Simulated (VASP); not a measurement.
Input of a VASP 6.6.1 run:

INCAR

```
  PREC = Accurate
  ENCUT = 400
  EDIFF = 1E-6
  ISMEAR = -1
  SIGMA = 0.05
  LREAL = Auto
  LASPH = True
  NELM = 120
  ALGO = Normal
  ISIF = 2
  LWAVE = False
  LCHARG = False
  GGA = PS
  NBANDS = 320
  NELECT = 566.0
  ISYM = -1
  GGA_COMPAT = False
```

File KPOINTS:

```
explicit points
1
Reciprocal
  0.25000000   0.25000000   0.25000000 1
```

The input POSCAR:

```
Ag31Br32
1.0
   11.3496680000      0.0000000000      0.0000000000
    0.0000000000     11.3496680000      0.0000000000
    0.0000000000      0.0000000000     11.3496680000
Br Ag
32 31
Direct
    0.2483090000      0.0003520000      0.0001960000
    0.2465880000      0.0003220000      0.5002180000
    0.2461090000      0.5001360000      0.0009090000
    0.2404990000      0.5004130000      0.4996220000
    0.7519310000      0.9998770000      0.0003480000
    0.7537330000      0.9996250000      0.5002050000
    0.7530720000      0.5000630000      0.9989400000
    0.7608840000      0.4993540000      0.5004320000
    0.0000290000      0.2478850000      0.0003290000
    0.0008060000      0.2459610000      0.5001030000
    0.9994560000      0.7517590000      0.0000800000
    0.9999700000      0.7532180000      0.5003480000
    0.5001910000      0.2464950000      0.0003590000
    0.5007330000      0.2405700000      0.5003570000
    0.4996230000      0.7538430000      0.9998740000
    0.4992010000      0.7602820000      0.4995640000
    0.0009540000      0.0008570000      0.2489890000
    0.9997920000      0.0001130000      0.7522550000
    0.9989850000      0.5004750000      0.2462360000
    0.0011100000      0.4998710000      0.7541600000
    0.5000030000      0.0003880000      0.2464800000
    0.5005950000      0.0001340000      0.7536980000
    0.5011130000      0.5009260000      0.2402370000
    0.4987160000      0.4998990000      0.7598320000
    0.2500530000      0.2502730000      0.2497660000
    0.2499830000      0.2495520000      0.7506080000
    0.2489190000      0.7504940000      0.2493930000
    0.2491510000      0.7511880000      0.7506310000
    0.7504490000      0.2494780000      0.2495570000
    0.7509430000      0.2496280000      0.7503700000
    0.7504530000      0.7509330000      0.2496660000
    0.7497590000      0.7499740000      0.7499670000
    0.0001660000      0.9996810000      0.0007610000
    0.0001380000      0.9994890000      0.5007220000
    0.9993820000      0.4997260000      0.0002000000
    0.0007880000      0.4993930000      0.5002270000
    0.5002150000      0.0001330000      0.0000450000
    0.5000070000      0.0003970000      0.5000690000
    0.4995250000      0.5002530000      0.0000360000
    0.2506280000      0.2508150000      0.0000990000
    0.2536670000      0.2531600000      0.5000430000
    0.2502580000      0.7496260000      0.9999470000
    0.2523110000      0.7475650000      0.5000300000
    0.7495020000      0.2507370000      0.9999820000
    0.7478580000      0.2521620000      0.4998600000
    0.7488800000      0.7493000000      0.9998360000
    0.7466710000      0.7466490000      0.4997840000
    0.2513320000      0.0003480000      0.2508750000
    0.2509620000      0.0004920000      0.7493510000
    0.2530810000      0.5002700000      0.2527790000
    0.2523810000      0.5004760000      0.7474210000
    0.7497740000      0.0002320000      0.2510640000
    0.7497450000      0.9999080000      0.7497920000
    0.7473780000      0.5002470000      0.2526320000
    0.7467550000      0.4998230000      0.7469220000
    0.0001730000      0.2514970000      0.2508600000
    0.0005790000      0.2507050000      0.7493810000
    0.9997560000      0.7502460000      0.2509140000
    0.9992670000      0.7493610000      0.7497650000
    0.5002170000      0.2535810000      0.2530320000
    0.5006010000      0.2529160000      0.7475570000
    0.4997010000      0.7478240000      0.2525950000
    0.4994860000      0.7473720000      0.7469330000
```

Potentials or basis: VASP PAW PBE potentials, release 64 (Br, Ag).

Command:

```bash
$ cat potpaw_PBE.64/Br/POTCAR potpaw_PBE.64/Ag/POTCAR > POTCAR
$ mpirun -np 1 vasp_std > vasp.out
```

(1) Estimate the largest force.

Answers

(1) 0.017 eV/Å.

Caveat: the cell carries a net charge on a neutralising background, which shifts energy and pressure; the PAW data sets were made with another functional, which shifts forces and pressure a little.
